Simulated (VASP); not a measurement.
Runs of VASP 6.6.1 on Ba. The structure is that of space group P6_3/mmc (No. 194), or close to it. The cells are those of the table. 

```csv
cell,gap on the mesh (eV),pressure (GPa)
"a = 4.657, b = 4.657, c = 7.642 Å, angles 90.0, 90.0, 120.0°, 2 atoms",none,-0.2
"a = 4.597, b = 4.597, c = 7.543 Å, angles 90.0, 90.0, 120.0°, 2 atoms",none,0.1
"a = 4.774, b = 4.774, c = 7.833 Å, angles 90.0, 90.0, 120.0°, 2 atoms",none,(a)
"a = 4.405, b = 4.405, c = 7.228 Å, angles 90.0, 90.0, 120.0°, 2 atoms",none,(b)
"a = 4.534, b = 4.534, c = 7.441 Å, angles 90.0, 90.0, 120.0°, 2 atoms",none,0.4
```

Alike in all rows: task single point; level RPBE; potentials or basis VASP PAW PBE potentials, release 64 (Ba_sv); no spin polarisation; k mesh 9 × 9 × 5; cutoff (eV) 520; smearing fermi-dirac 0.1 eV.

**Question.** Estimate the missing entries.

**Answer.** (a) -0.7; (b) 1.2.

Caveats: the PAW data sets were made with another functional, which shifts forces and pressure a little; spin-orbit coupling is left out, which moves the levels of the heavy elements.

A k mesh can miss the band edges, and the runs leave out spin-orbit coupling on Ba.

A gap of «none» marks levels without a gap at the run's occupations.
